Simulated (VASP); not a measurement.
Set up this calculation in VASP 6.6.1, as the native input.

- Task: single point
- Functional: r2SCAN
- Potentials or basis: VASP PAW PBE potentials, release 64 (Mo_sv)
- Cutoff: 520 eV
- k mesh: 20 × 20 × 20
- Occupations: gaussian, width 0.05 eV
- Spin: no spin polarisation
- Dipole correction: no
- Further INCAR settings: ALGO = Normal; EDIFF = 1e-06; NBANDS = 13

The system is Mo.

```
CELL_PARAMETERS angstrom
-1.56484 1.56484 1.56484
1.56484 -1.56484 1.56484
1.56484 1.56484 -1.56484
ATOMIC_POSITIONS crystal
Mo 0.00000 0.00000 0.00000
```

This cell differs from its parent crystal: volume scaled by 0.980.

One way to write it, as run:

POSCAR

```
Mo
1.0
   -1.5648366486      1.5648366486      1.5648366486
    1.5648366486     -1.5648366486      1.5648366486
    1.5648366486      1.5648366486     -1.5648366486
Mo
1
Direct
    0.0000000000      0.0000000000      0.0000000000
```

INCAR.step1

```
SYSTEM = Mo
PREC     = Accurate       ! precision mode
ENCUT    = 520            ! plane-wave cutoff, eV
ISMEAR   = 0              ! smearing method
SIGMA    = 0.05           ! smearing width, eV
LREAL    = .False.        ! projectors in reciprocal space
LASPH    = .True.         ! aspherical terms in the spheres
NELM     = 100            ! most SCF steps
NBANDS   = 13             ! bands
GGA      = PE             ! functional
ALGO     = Normal         ! electronic algorithm
EDIFF    = 1E-4           ! SCF threshold, eV
LWAVE    = .True.         ! write WAVECAR
LCHARG   = .False.        ! write CHGCAR
```

INCAR.step2

```
SYSTEM = Mo
PREC     = Accurate       ! precision mode
ENCUT    = 520            ! plane-wave cutoff, eV
EDIFF    = 1E-6           ! SCF threshold, eV
ISMEAR   = 0              ! smearing method
SIGMA    = 0.05           ! smearing width, eV
LREAL    = .False.        ! projectors in reciprocal space
LASPH    = .True.         ! aspherical terms in the spheres
NELM     = 100            ! most SCF steps
ALGO     = Normal         ! electronic algorithm
ISIF     = 2              ! what is computed and relaxed
LWAVE    = .False.        ! write WAVECAR
LCHARG   = .False.        ! write CHGCAR
METAGGA  = R2SCAN         ! meta-GGA
LMIXTAU  = .True.       
NBANDS   = 13             ! bands
ISTART   = 1
```

KPOINTS

```
regular mesh
0
Gamma
  20 20 20
  0 0 0
```

Potentials or basis: VASP PAW PBE potentials, release 64 (Mo_sv).

Run with:

```bash
$ cat potpaw_PBE.64/Mo_sv/POTCAR > POTCAR
$ cp INCAR.step1 INCAR
$ mpirun -np 1 vasp_std > vasp.out
$ cp INCAR.step2 INCAR
$ mpirun -np 1 vasp_std > vasp.out
```

Results of the run:

The pressure is 7.1 GPa and the band gap on the k mesh is zero (band 7 reaches 17.13 eV, above the bottom of band 8 at 11.41 eV).

Caveat: the PAW data sets were made with another functional, which shifts forces and pressure a little.

It took 94 s on 1 thread of AMD EPYC 9R45 96-Core Processor (Zen 5) (shared host), peak memory 0.13 GiB.
